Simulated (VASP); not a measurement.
# SrTiO3 (Pm-3m) in VASP: dielectric tensor with PBE

Aim: the dielectric tensor of SrTiO3 with PBE.

Everything below comes from runs of VASP 6.6.1. Logs are shortened: lines on timing, memory, paths and dates and some standing lists are left out, and cuts for length are marked.

## Step 1: The cell of the first run

The structure is cubic, space group Pm-3m (No. 221). The conventional cell has a = 3.907 Å, b = 3.907 Å, c = 3.907 Å, α = 90.00°, β = 90.00°, γ = 90.00°. Within 3.6 Å of Sr (site symmetry m-3m) lie 12 O at 2.76 Å and 8 Ti at 3.38 Å. Ti (site symmetry m-3m) has 6 O at 1.95 Å within 2.6 Å. Within 2.6 Å of O (site symmetry 4/mmm) lie 2 Ti at 1.95 Å.

## Step 2: Dielectric tensor, PBE

Contents of INCAR:

```
SYSTEM = SrTiO3
ALGO = Normal
EDIFF = 1E-8
ENCUT = 520
GGA = PE
ISIF = 2
ISMEAR = 0
LASPH = .TRUE.
LCHARG = .FALSE.
LEPSILON = .TRUE.
LREAL = .FALSE.
LWAVE = .FALSE.
NELM = 60
PREC = Accurate
SIGMA = 0.01
```

Contents of KPOINTS:

```
k-points
0
G
  6 6 6
  0 0 0
```

Contents of POSCAR:

```
SrTiO3
1.0
    3.9068514982      0.0000000000      0.0000000000
    0.0000000000      3.9068514982      0.0000000000
    0.0000000000      0.0000000000      3.9068514982
Sr Ti O
1 1 3
Direct
    0.5000000000      0.5000000000      0.5000000000
    0.0000000000      0.0000000000      0.0000000000
    0.5000000000      0.0000000000      0.0000000000
    0.0000000000      0.5000000000      0.0000000000
    0.0000000000      0.0000000000      0.5000000000
```

Potentials or basis: VASP PAW PBE potentials, release 64 (Sr_sv, Ti_sv, O).

Launch:

```bash
$ cat potpaw_PBE.64/Sr_sv/POTCAR potpaw_PBE.64/Ti_sv/POTCAR potpaw_PBE.64/O/POTCAR > POTCAR
$ mpirun -np 1 vasp_std > vasp.out
```

OUTCAR:

```text
SYSTEM = SrTiO3
   EDIFF = 1E-8
   ENCUT = 520
   GGA = PE
   ISIF = 2
   ISMEAR = 0
   LASPH = .TRUE.
   LEPSILON = .TRUE.
   LREAL = .FALSE.
   NELM = 60
   PREC = Accurate

 ion  position               nearest neighbor table
   1  0.500  0.500  0.500-   3 2.76   4 2.76   5 2.76   3 2.76   4 2.76   3 2.76   5 2.76   3 2.76
                             4 2.76   5 2.76   4 2.76   5 2.76   2 3.38   2 3.38   2 3.38   2 3.38
   2  0.000  0.000  0.000-   3 1.95   4 1.95   5 1.95   5 1.95   4 1.95   3 1.95   1 3.38   1 3.38
                             1 3.38   1 3.38   1 3.38   1 3.38   1 3.38   1 3.38
   3  0.500  0.000  0.000-   2 1.95   2 1.95   1 2.76   1 2.76   1 2.76   1 2.76
   4  0.000  0.500  0.000-   2 1.95   2 1.95   1 2.76   1 2.76   1 2.76   1 2.76
   5  0.000  0.000  0.500-   2 1.95   2 1.95   1 2.76   1 2.76   1 2.76   1 2.76

  LATTYP: Found a simple cubic cell.
 ALAT       =     3.9068514982

  Lattice vectors:

 A1 = (   3.9068514982,   0.0000000000,   0.0000000000)
 A2 = (   0.0000000000,   3.9068514982,   0.0000000000)
 A3 = (   0.0000000000,   0.0000000000,   3.9068514982)

Analysis of symmetry for initial positions (statically):
=====================================================================
 Subroutine PRICEL returns:
 Original cell was already a primitive cell.

 Routine SETGRP: Setting up the symmetry group for a
 simple cubic supercell.

 Subroutine GETGRP returns: Found 48 space group operations
 (whereof 48 operations were pure point group operations)
 out of a pool of 48 trial point group operations.

The static configuration has the point symmetry O_h .

Analysis of symmetry for dynamics (positions and initial velocities):
=====================================================================
 Subroutine PRICEL returns:
 Original cell was already a primitive cell.

 Routine SETGRP: Setting up the symmetry group for a
 simple cubic supercell.

 Subroutine GETGRP returns: Found 48 space group operations
 (whereof 48 operations were pure point group operations)
 out of a pool of 48 trial point group operations.

The dynamic configuration has the point symmetry O_h .

 Subroutine INISYM returns: Found 48 space group operations
 (whereof 48 operations are pure point group operations),
 and found     1 'primitive' translations

----------------------------------------------------------------------------------------

[... 708 lines left out ...]
    total drift:                                0.000000     -0.000000      0.000000

  FREE ENERGIE OF THE ION-ELECTRON SYSTEM (eV)
  ---------------------------------------------------
  free  energy   TOTEN  =       -40.0786445644 eV

  energy  without entropy=      -40.0786445644  energy(sigma->0) =      -40.07864456

 HEAD OF MICROSCOPIC STATIC DIELECTRIC TENSOR (INDEPENDENT PARTICLE, excluding Hartree and local field effects)
 ------------------------------------------------------
           6.449910    -0.000000     0.000000
          -0.000000     6.449910     0.000000
           0.000000     0.000000     6.449910
 ------------------------------------------------------

 Free energy of the ion-electron system (eV)
  ---------------------------------------------------
  ---------------------------------------------------
  free energy    TOTEN  =        -0.93366833 eV

  energy without entropy =       -0.93366833

------------------------ aborting loop because EDIFF is reached ----------------------------------------

--------------------------------------- Ionic step        2  -------------------------------------------

------------------------ aborting loop because EDIFF is reached ----------------------------------------

--------------------------------------- Ionic step        3  -------------------------------------------

 Free energy of the ion-electron system (eV)
  ---------------------------------------------------
  ---------------------------------------------------
  free energy    TOTEN  =        -0.93360241 eV

  energy without entropy =       -0.93360241

------------------------ aborting loop because EDIFF is reached ----------------------------------------

 PIEZOELECTRIC TENSOR FIELD DIRECTION 3  (e Angst)
 -----------------------------------------------------------------------------
     0.00784  0.00000  0.00000           ( -0.00004  0.00000  0.00000)
     0.00000  0.00784  0.00000           (  0.00000 -0.00004  0.00000)
     0.00000  0.00000 -0.01376           (  0.00000  0.00000  0.00030)

 PIEZOELECTRIC TENSOR FIELD DIRECTION 3  (C/m^2)
 -----------------------------------------------------------------------------
     0.00211  0.00000  0.00000
     0.00000  0.00211  0.00000
     0.00000  0.00000 -0.00370

 MACROSCOPIC STATIC DIELECTRIC TENSOR (including local field effects in DFT)
 ------------------------------------------------------
           6.341719    -0.000000    -0.000000
           0.000000     6.341719    -0.000000
           0.000000     0.000000     6.341719
 ------------------------------------------------------

 PIEZOELECTRIC TENSOR (including local field effects)  for field in x, y, z        (e  Angst)
          XX          YY          ZZ          XY          YZ          ZX
  --------------------------------------------------------------------------------
  x     0.00000     0.00000     0.00000     0.00000     0.00000     0.00000
  y     0.00000     0.00000     0.00000     0.00000     0.00000     0.00000
  z     0.00000     0.00000     0.00000     0.00000     0.00000     0.00000

 PIEZOELECTRIC TENSOR (including local field effects)  for field in x, y, z        (C/m^2)
          XX          YY          ZZ          XY          YZ          ZX
  --------------------------------------------------------------------------------
  x     0.00000     0.00000     0.00000     0.00000     0.00000     0.00000
  y     0.00000     0.00000     0.00000     0.00000     0.00000     0.00000
  z     0.00000     0.00000     0.00000     0.00000     0.00000     0.00000

 BORN EFFECTIVE CHARGES (including local field effects) (in |e|, cummulative output)
 ---------------------------------------------------------------------------------
 ion    1
    1     2.55668    -0.00000     0.00000
    2    -0.00000     2.55668    -0.00000
    3    -0.00000     0.00000     2.55668
 ion    2
    1     7.40559     0.00000    -0.00000
    2     0.00000     7.40559     0.00000
    3     0.00000    -0.00000     7.40559
 ion    3
    1    -5.88025     0.00000     0.00000
    2    -0.00000    -2.04101    -0.00000
    3    -0.00000     0.00000    -2.04101
 ion    4
    1    -2.04101    -0.00000    -0.00000
    2    -0.00000    -5.88025    -0.00000
    3    -0.00000    -0.00000    -2.04101
 ion    5
    1    -2.04101     0.00000    -0.00000
    2    -0.00000    -2.04101    -0.00000
    3     0.00000    -0.00000    -5.88025
```

Wall time 17 min (1 thread of AMD EPYC 7R43 (Zen 3), shared host); peak memory 0.27 GiB.

What came out:

```
Band gap on the k mesh                  : 1.85 eV (least direct gap 2.21 eV)
Electronic dielectric tensor (diagonal) : 6.34
Born charges (mean of the diagonal)     : Sr +2.56; Ti +7.41; O -3.32 e
```

Levels at points of the mesh, in eV from the valence-band top:
| k point | band 16 | band 17 | band 18 | band 19 | band 20 | band 21 | band 22 | band 23 | band 24 |
| --- | --- | --- | --- | --- | --- | --- | --- | --- | --- |
| (0.00, 0.00, 0.00) | -1.17 | -1.17 | -0.36 | -0.36 | -0.36 | 1.85 | 1.85 | 1.85 | 4.29 |
| (0.50, 0.00, 0.00) | -2.35 | -2.35 | -1.98 | -0.73 | -0.73 | 2.02 | 3.77 | 3.77 | 4.31 |
| (0.50, 0.50, 0.00) | -2.85 | -1.72 | -1.57 | -1.57 | -0.09 | 3.78 | 3.78 | 4.23 | 5.27 |
| (0.50, 0.50, 0.50) | -3.73 | -3.73 | 0.00 | 0.00 | 0.00 | 4.45 | 4.45 | 4.45 | 6.94 |

Electronic dielectric tensor:
```
6.34 0.00 0.00
0.00 6.34 0.00
0.00 0.00 6.34
```

Born effective charge tensors (e):
atom 1, Sr
```
2.56 0.00 0.00
0.00 2.56 0.00
0.00 0.00 2.56
```
atom 2, Ti
```
7.41 0.00 0.00
0.00 7.41 0.00
0.00 0.00 7.41
```
atom 3, O
```
-5.88  0.00  0.00
 0.00 -2.04  0.00
 0.00  0.00 -2.04
```
atom 4, O
```
-2.04  0.00  0.00
 0.00 -5.88  0.00
 0.00  0.00 -2.04
```
atom 5, O
```
-2.04  0.00  0.00
 0.00 -2.04  0.00
 0.00  0.00 -5.88
```
